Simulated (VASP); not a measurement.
# ZnS (Wurtzite-2H) (P6_3mc) in VASP: dielectric tensor with PBE+D4

Aim: the dielectric tensor of ZnS (Wurtzite-2H) with PBE+D4.

All numbers are computed with VASP 6.6.1; they aren't measurements. Logs are shortened: lines on timing, memory, paths and dates and some standing lists are left out, and cuts for length are marked.

### Step 1. The cell of the first run

Symmetry: P6_3mc, No. 186, hexagonal system. The conventional cell has a = 3.811 Å, b = 3.811 Å, c = 6.234 Å, α = 90.00°, β = 90.00°, γ = 120.00°. Within 3.1 Å of Zn (site symmetry 3m) lie 4 S at 2.31 to 2.40 Å. Within 3.1 Å of S (site symmetry 3m) lie 4 Zn at 2.31 to 2.40 Å.

### Step 2. Dielectric tensor, PBE+D4

Input file INCAR:

```
ALGO = Normal
EDIFF = 1E-8
ENCUT = 520
GGA = PE
ISIF = 2
ISMEAR = 0
IVDW = 13
LASPH = True
LCHARG = False
LEPSILON = True
LREAL = False
LWAVE = False
NELM = 60
PREC = Accurate
SIGMA = 0.01
```

Input file KPOINTS:

```
k-points
0
Gamma
  4 4 2
```

Input file POSCAR:

```
ZnS
1.0
    3.8110000000      0.0000000000      0.0000000000
   -1.9055000000      3.3004230000      0.0000000000
    0.0000000000      0.0000000000      6.2340000000
Zn S
2 2
Direct
    0.3333333333      0.6666666667      0.0000000000
    0.6666666667      0.3333333333      0.5000000000
    0.3333333333      0.6666666667      0.3850000000
    0.6666666667      0.3333333333      0.8850000000
```

Potentials or basis: VASP PAW PBE potentials, release 64 (Zn, S).

On the command line:

```
$ cat potpaw_PBE.64/Zn/POTCAR potpaw_PBE.64/S/POTCAR > POTCAR
$ mpirun -np 1 vasp_std > vasp.out
```

OUTCAR:

```text
EDIFF = 1E-8
   ENCUT = 520
   GGA = PE
   ISIF = 2
   ISMEAR = 0
   IVDW = 13
   LASPH = True
   LEPSILON = True
   LREAL = False
   NELM = 60
   PREC = Accurate

 ion  position               nearest neighbor table
   1  0.333  0.667  0.000-   4 2.31   4 2.31   4 2.31   3 2.40
   2  0.667  0.333  0.500-   3 2.31   3 2.31   3 2.31   4 2.40
   3  0.333  0.667  0.385-   2 2.31   2 2.31   2 2.31   1 2.40
   4  0.667  0.333  0.885-   1 2.31   1 2.31   1 2.31   2 2.40

  LATTYP: Found a hexagonal cell.
 ALAT       =     3.8110000000
 C/A-ratio  =     1.6357911309

  Lattice vectors:

 A1 = (   3.8110000000,   0.0000000000,   0.0000000000)
 A2 = (  -1.9055000000,   3.3004230000,   0.0000000000)
 A3 = (   0.0000000000,   0.0000000000,   6.2340000000)

Analysis of symmetry for initial positions (statically):
=====================================================================
 Subroutine PRICEL returns:
 Original cell was already a primitive cell.

 Routine SETGRP: Setting up the symmetry group for a
 hexagonal supercell.

 Subroutine GETGRP returns: Found 12 space group operations
 (whereof  6 operations were pure point group operations)
 out of a pool of 24 trial point group operations.

The static configuration has the point symmetry C_3v.
 The point group associated with its full space group is C_6v.

Analysis of symmetry for dynamics (positions and initial velocities):
=====================================================================
 Subroutine PRICEL returns:
 Original cell was already a primitive cell.

 Routine SETGRP: Setting up the symmetry group for a
 hexagonal supercell.

 Subroutine GETGRP returns: Found 12 space group operations
 (whereof  6 operations were pure point group operations)
 out of a pool of 24 trial point group operations.

The dynamic configuration has the point symmetry C_3v.
 The point group associated with its full space group is C_6v.

 Subroutine INISYM returns: Found 12 space group operations
 (whereof  6 operations are pure point group operations),
 and found     1 'primitive' translations

----------------------------------------------------------------------------------------

                                     Primitive cell

  volume of cell :      78.4107

  direct lattice vectors                    reciprocal lattice vectors
     3.811000000  0.000000000  0.000000000     0.262398321  0.151495733  0.000000000
    -1.905500000  3.300423000  0.000000000     0.000000000  0.302991465  0.000000000
     0.000000000  0.000000000  6.234000000     0.000000000  0.000000000  0.160410651

  length of vectors
     3.811000000  3.811000161  6.234000000     0.302991478  0.302991465  0.160410651

  position of ions in fractional coordinates (direct lattice)
     0.333333333  0.666666667  0.000000000
     0.666666667  0.333333333  0.500000000
     0.333333333  0.666666667  0.385000000
     0.666666667  0.333333333  0.885000000

  ion indices of the primitive-cell ions
   primitive index   ion index
                 1           1
                 2           2
                 3           3
                 4           4

----------------------------------------------------------------------------------------

 KPOINTS: k-points

Automatic generation of k-mesh.
 Grid dimensions read from file:
 generate k-points for:    4    4    2

 Generating k-lattice:

  Cartesian coordinates                     Fractional coordinates (reciprocal lattice)
     0.065599580  0.037873933  0.000000000     0.250000000  0.000000000  0.000000000
     0.000000000  0.075747866  0.000000000     0.000000000  0.250000000  0.000000000
     0.000000000  0.000000000  0.080205326     0.000000000  0.000000000  0.500000000

  Length of vectors
     0.075747869  0.075747866  0.080205326

  Shift w.r.t. Gamma in fractional coordinates (k-lattice)
     0.000000000  0.000000000  0.000000000

 Subroutine IBZKPT returns following result:
 ===========================================

 Found      8 irreducible k-points:

 Following reciprocal coordinates:
            Coordinates               Weight
  0.000000  0.000000  0.000000      1.000000
  0.250000  0.000000  0.000000      6.000000
  0.500000  0.000000  0.000000      3.000000
  0.250000  0.250000  0.000000      6.000000
  0.000000  0.000000  0.500000      1.000000
  0.250000  0.000000  0.500000      6.000000
  0.500000  0.000000  0.500000      3.000000
  0.250000  0.250000  0.500000      6.000000
   k-points           NKPTS =      8   k-points in BZ     NKDIM =      8   number of bands    NBANDS=     22
   number of dos      NEDOS =    301   number of ions     NIONS =      4
   total plane-waves  NPLWV =  37632
   dimension x,y,z NGX =    28 NGY =   28 NGZ =   48
   dimension x,y,z NGXF=    56 NGYF=   56 NGZF=   96
   ions per type =               2   2
   NGX,Y,Z   is equivalent  to a cutoff of  12.21, 12.21, 12.80 a.u.
   NGXF,Y,Z  is equivalent  to a cutoff of  24.43, 24.43, 25.60 a.u.
 SYSTEM =  unknown system
   PREC   = accura    normal or accurate (medium, high low for compatibility)
   ISTART =      0    job   : 0-new  1-cont  2-samecut
   ICHARG =      2    charge: 1-file 2-atom 10-const
   ISPIN  =      1    spin polarized calculation?
   LNONCOLLINEAR =      F non collinear calculations
   LSORBIT =      F    spin-orbit coupling
   LASPH  =      T    aspherical Exc in radial PAW
   ENCUT  =  520.0 eV  38.22 Ry    6.18 a.u.   7.09  7.09 11.59*2*pi/ulx,y,z
   NELM   =     60;   NELMIN=  2; NELMDL= -5     # of ELM steps
   EDIFF  = 0.1E-07   stopping-criterion for ELM
   LREAL  =      F    real-space projection
   EDIFFG = 0.1E-06   stopping-criterion for IOM
   NSW    =      0    number of steps for IOM
   IBRION =     -1    ionic relax: 0-MD 1-quasi-New 2-CG
   NFREE  =      0    steps in history (QN), initial steepest desc. (CG)
   ISIF   =      2    stress and relaxation
   ISYM   =      2    0-nonsym 1-usesym 2-fastsym
   POTIM  = 0.5000    time-step for ionic-motion
   TEBEG  =    0.0;   TEEND  =   0.0 temperature during run
   PSTRESS=    0.0 pullay stress
   NELECT =      36.0000    total number of electrons
   NUPDOWN=      -1.0000    fix difference up-down
   EMIN   =  10.00;   EMAX   =-10.00  energy-range for DOS
   EFERMI =   0.00;   METHOD = LEGACY
   ISMEAR =     0;   SIGMA  =   0.01  broadening in eV -4-tet -1-fermi 0-gaus
   EFERMI_NEDOS =   21; number of points for ismear=-14 and -15
   IALGO  =     38    algorithm
   IMIX   =      4    mixing-type and parameters
     AMIX     =   0.40;   BMIX     =  1.00
     AMIX_MAG =   1.60;   BMIX_MAG =  1.00
  volume/ion in A,a.u.               =      19.60       132.29
  Fermi-wavevector in a.u.,A,eV,Ry     =   1.262943  2.386617 21.701646  1.595026
  Thomas-Fermi vector in A             =   2.396326
   LORBIT       =      0    0 simple, 1 ext, 2 COOP (PROOUT), +10 PAW based schemes
   GGA     = PE    functional components
   LHFCALC =     F    Hartree Fock is set to
   AEXX    =    0.0000 exact exchange contribution
   IVDW    =    13    specifies the selected vdW correction
   LEPSILON=     T    determine dielectric tensor
   LRPA    =     F    only Hartree local field effects (RPA)
 non-spin polarized calculation
 Gauss-broadening in eV      SIGMA  =   0.01
  energy-cutoff  :      520.00
  volume of cell :       78.41
 maximum number of plane-waves:      2128
   NGX = 15   NGY = 15   NGZ = 23

--------------------------------------- Ionic step        1  -------------------------------------------

 number of electron      35.9999977 magnetization

 E-fermi :   2.2194     XC(G=0):  -9.6456

 val. band max:        2.1748449569   @ k =   0.0000   0.0000   0.0000
 cond. band min:       4.4243007667   @ k =   0.0000   0.0000   0.0000
 fundamental gap:      2.2494558098
 Fermi energy:         2.2193514805

 k-point     1 :       0.0000    0.0000    0.0000
  band No.  band energies     occupation
      1     -11.0178      2.00000
      2     -10.0934      2.00000
      3      -4.2044      2.00000
      4      -4.2044      2.00000
      5      -4.1401      2.00000
      6      -4.1401      2.00000
[... 189 lines left out ...]
     21       8.5348      0.00000
     22       8.5348      0.00000

  FORCE on cell =-STRESS in cart. coord.  units (eV):
  Direction    XX          YY          ZZ          XY          YZ          ZX
  --------------------------------------------------------------------------------------
  -------------------------------------------------------------------------------------
  Total       0.36034     0.36034    -0.82057     0.00000     0.00000     0.00000
  in kB       7.36295     7.36295   -16.76692     0.00000     0.00000     0.00000
  external pressure =       -0.68 kB  Pullay stress =        0.00 kB

 VOLUME and BASIS-vectors are now :
 -----------------------------------------------------------------------------
  energy-cutoff  :      520.00
  volume of cell :       78.41
      direct lattice vectors                 reciprocal lattice vectors
     3.811000000  0.000000000  0.000000000     0.262398321  0.151495733  0.000000000
    -1.905500000  3.300423000  0.000000000     0.000000000  0.302991465  0.000000000
     0.000000000  0.000000000  6.234000000     0.000000000  0.000000000  0.160410651

 POSITION                                       TOTAL-FORCE (eV/Angst)
 -----------------------------------------------------------------------------------
     -0.00000      2.20028      0.00000         0.000000     -0.000000      0.341321
      1.90550      1.10014      3.11700        -0.000000      0.000000      0.341321
     -0.00000      2.20028      2.40009         0.000000     -0.000000     -0.341321
      1.90550      1.10014      5.51709         0.000000      0.000000     -0.341321
 -----------------------------------------------------------------------------------
    total drift:                               -0.000000     -0.000000      0.000434

  FREE ENERGIE OF THE ION-ELECTRON SYSTEM (eV)
  ---------------------------------------------------
  free  energy   TOTEN  =       -14.8343600270 eV

  energy  without entropy=      -14.8343600270  energy(sigma->0) =      -14.83436003

 HEAD OF MICROSCOPIC STATIC DIELECTRIC TENSOR (INDEPENDENT PARTICLE, excluding Hartree and local field effects)
 ------------------------------------------------------
           7.721903     0.000000    -0.000000
           0.000000     7.721904     0.000000
           0.000000     0.000000     6.847456
 ------------------------------------------------------

 Free energy of the ion-electron system (eV)
  ---------------------------------------------------
  ---------------------------------------------------
  free energy    TOTEN  =        -1.47961716 eV

  energy without entropy =       -1.47961716

------------------------ aborting loop because EDIFF is reached ----------------------------------------

  DFT-D4 for vdW energy calculation

  Edisp (eV):   -1.22967
[... 7 lines left out ...]
  Edisp (eV):   -1.22967

--------------------------------------- Ionic step        3  -------------------------------------------

 Free energy of the ion-electron system (eV)
  ---------------------------------------------------
  ---------------------------------------------------
  free energy    TOTEN  =        -1.28863105 eV

  energy without entropy =       -1.28863105

------------------------ aborting loop because EDIFF is reached ----------------------------------------

  DFT-D4 for vdW energy calculation

  Edisp (eV):   -1.22967

 PIEZOELECTRIC TENSOR FIELD DIRECTION 3  (e Angst)
 -----------------------------------------------------------------------------
     1.73609  0.00000  0.00000           ( -0.01562  0.00000  0.00000)
     0.00000  1.73609 -0.00000           (  0.00000 -0.01562  0.00000)
     0.00000 -0.00000 -4.13547           (  0.00000 -0.00000  0.00840)

 PIEZOELECTRIC TENSOR FIELD DIRECTION 3  (C/m^2)
 -----------------------------------------------------------------------------
     0.35474  0.00000  0.00000
     0.00000  0.35474 -0.00000
     0.00000 -0.00000 -0.84501

 MACROSCOPIC STATIC DIELECTRIC TENSOR (including local field effects in DFT)
 ------------------------------------------------------
           7.350942     0.000000     0.000000
          -0.000000     7.350943     0.000000
           0.000000     0.000000     6.515199
 ------------------------------------------------------

 PIEZOELECTRIC TENSOR (including local field effects)  for field in x, y, z        (e  Angst)
          XX          YY          ZZ          XY          YZ          ZX
  --------------------------------------------------------------------------------
  x     0.00000     0.00000     0.00000     0.00000     0.00000     1.87500
  y     0.00000     0.00000     0.00000     0.00000     1.87500     0.00000
  z     1.73609     1.73609    -4.13547     0.00000     0.00000     0.00000

 PIEZOELECTRIC TENSOR (including local field effects)  for field in x, y, z        (C/m^2)
          XX          YY          ZZ          XY          YZ          ZX
  --------------------------------------------------------------------------------
  x     0.00000     0.00000     0.00000     0.00000     0.00000     0.38312
  y     0.00000     0.00000     0.00000     0.00000     0.38312     0.00000
  z     0.35474     0.35474    -0.84501     0.00000     0.00000     0.00000

 BORN EFFECTIVE CHARGES (including local field effects) (in |e|, cummulative output)
 ---------------------------------------------------------------------------------
 ion    1
    1     2.22413     0.00000     0.00000
    2     0.00000     2.22413     0.00000
    3     0.00000     0.00000     2.08747
 ion    2
    1     2.22413     0.00000     0.00000
    2    -0.00000     2.22413     0.00000
    3     0.00000     0.00000     2.08747
 ion    3
    1    -2.22413     0.00000    -0.00000
    2    -0.00000    -2.22413     0.00000
    3     0.00000     0.00000    -2.08747
 ion    4
    1    -2.22413     0.00000    -0.00000
    2    -0.00000    -2.22413     0.00000
    3     0.00000     0.00000    -2.08747
```

Wall time 7.8 min (1 thread of AMD EPYC 7R13, shared host); peak memory 0.21 GiB.

What came out:

```
Band gap on the k mesh                  : 2.25 eV, direct
Electronic dielectric tensor (diagonal) : 7.35, 7.35, 6.52
Born charges (mean of the diagonal)     : Zn +2.18; S -2.18 e
Dispersion energy per atom              : -0.307 eV
```

Electronic dielectric tensor:
```
7.35 0.00 0.00
0.00 7.35 0.00
0.00 0.00 6.52
```

Born effective charge tensors (e):
atom 1, Zn
```
2.22 0.00 0.00
0.00 2.22 0.00
0.00 0.00 2.09
```
atom 2, Zn
```
2.22 0.00 0.00
0.00 2.22 0.00
0.00 0.00 2.09
```
atom 3, S
```
-2.22  0.00  0.00
 0.00 -2.22  0.00
 0.00  0.00 -2.09
```
atom 4, S
```
-2.22  0.00  0.00
 0.00 -2.22  0.00
 0.00  0.00 -2.09
```

Caveat: the k points lie up to 0.50 Å⁻¹ apart.
